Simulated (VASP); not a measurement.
Wanted: the native input for a VASP 6.6.1 run.

```
Task                   : single point
Functional             : r2SCAN
Potentials or basis    : VASP PAW PBE potentials, release 64 (Si, C)
Cutoff                 : 520 eV
k mesh                 : 12 × 12 × 6
Occupations            : gaussian, width 0.02 eV
Spin                   : no spin polarisation
Dipole correction      : no
Further INCAR settings : ALGO = Normal; EDIFF = 1e-06; NBANDS = 16
```

Crystal: SiC.

```
Si C
1.0
     3.17342    0.00000    0.00000
    -1.58671    2.74827    0.00000
     0.00000    0.00000    5.21453
Si C
2 2
Cartesian
  0.0000 1.8322 0.0237
  1.5867 0.9161 2.6309
  0.0000 1.8322 1.9839
  1.5867 0.9161 4.5912
```

One way to write it, as run:

POSCAR

```
SiC
1.0
    3.1734238416      0.0000000000      0.0000000000
   -1.5867119208      2.7482656638      0.0000000000
    0.0000000000      0.0000000000      5.2145345260
Si C
2 2
Direct
    0.3333333333      0.6666666667      0.0045394189
    0.6666666667      0.3333333333      0.5045394189
    0.3333333333      0.6666666667      0.3804605811
    0.6666666667      0.3333333333      0.8804605811
```

INCAR.step1

```
SYSTEM = SiC
PREC = Accurate ; ENCUT = 520
ISMEAR = 0 ; SIGMA = 0.02
LREAL = .FALSE. ; LASPH = .TRUE.
NELM = 100 ; NBANDS = 16
GGA = PE ; ALGO = Normal
EDIFF = 1E-4 ; LWAVE = .TRUE.
LCHARG = .FALSE.
```

INCAR.step2

```
SYSTEM = SiC
PREC = Accurate ; ENCUT = 520
EDIFF = 1E-6 ; ISMEAR = 0
SIGMA = 0.02 ; LREAL = .FALSE.
LASPH = .TRUE. ; NELM = 100
ALGO = Normal ; ISIF = 2
LWAVE = .FALSE. ; LCHARG = .FALSE.
METAGGA = R2SCAN ; LMIXTAU = .TRUE.
NBANDS = 16 ; ISTART = 1
```

KPOINTS

```
Automatic mesh
0
G
  12 12 6
  0 0 0
```

Potentials or basis: VASP PAW PBE potentials, release 64 (Si, C).

The run is started by

```bash
$ cat potpaw_PBE.64/Si/POTCAR potpaw_PBE.64/C/POTCAR > POTCAR
$ cp INCAR.step1 INCAR
$ mpirun -np 1 vasp_std > vasp.out
$ cp INCAR.step2 INCAR
$ mpirun -np 1 vasp_std > vasp.out
```

Results of the run:

| Item | Value |
| --- | --- |
| Pressure | -18.1 GPa |
| Largest force | 0.003 eV/Å |
| Band gap on the k mesh | 2.79 eV (least direct gap 4.27 eV) |

Caveat: the cell stands under tension; the PAW data sets were made with another functional, which shifts forces and pressure a little.

Wall time 7.2 min on 1 thread of AMD EPYC 7571 (shared host), peak memory 0.16 GiB.
